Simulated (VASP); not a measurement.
Write the native input for VASP 6.6.1 that does the following.

| Property | Result |
| --- | --- |
| Task | single point |
| Functional | PBEsol |
| Potentials or basis | VASP PAW PBE potentials, release 64 (Hf_pv) |
| Cutoff | 520 eV |
| k mesh | 13 × 13 × 1 |
| Occupations | fermi-dirac, width 0.1 eV |
| Spin | no spin polarisation |
| Dipole correction | yes |
| Further INCAR settings | ALGO = Normal; EDIFF = 1e-06; NBANDS = 33 |

The structure of Hf lies in POSCAR:

```
Hf
1.0
    3.1580102184      0.0000000000      0.0000000000
   -1.5790051092      2.7349170745      0.0000000000
    0.0000000000      0.0000000000     26.0090000000
Hf
5
Direct
    0.0000000000      0.0000000000      0.3116356638
    0.3333333333      0.6666666667      0.4019204658
    0.0000000000      0.0000000000      0.5000000201
    0.3333333333      0.6666666667      0.5980795230
    0.0000000000      0.0000000000      0.6883643270
```

These files were run (other wordings do the same):

INCAR

```
PREC = Accurate ; ENCUT = 520
EDIFF = 1E-6 ; ISMEAR = -1
SIGMA = 0.1 ; LREAL = False
LASPH = True ; NELM = 60
ALGO = Normal ; ISIF = 2
LWAVE = False ; LCHARG = True
LDIPOL = True ; IDIPOL = 3
DIPOL = 0.5 0.5 0.500 ; GGA = PS
LELF = True ; LVHAR = True
LVACPOTAV = True ; NBANDS = 33
```

KPOINTS

```
regular mesh
0
Gamma
  13 13 1
```

Potentials or basis: VASP PAW PBE potentials, release 64 (Hf_pv).

Launch:

```console
$ cat potpaw_PBE.64/Hf_pv/POTCAR > POTCAR
$ mpirun -np 1 vasp_std > vasp.out
```

It gave:

The largest force is 0.043 eV/Å and the band gap on the k mesh is zero (bands 25 and 26 overlap by 1.56 eV).

Caveat: the PAW data sets were made with another functional, which shifts forces and pressure a little; spin-orbit coupling is left out, which moves the levels of the heavy elements.

It took 5.9 min on 1 thread of Intel(R) Xeon(R) Platinum 8488C (Sapphire Rapids), on a shared host, peak memory 0.38 GiB.
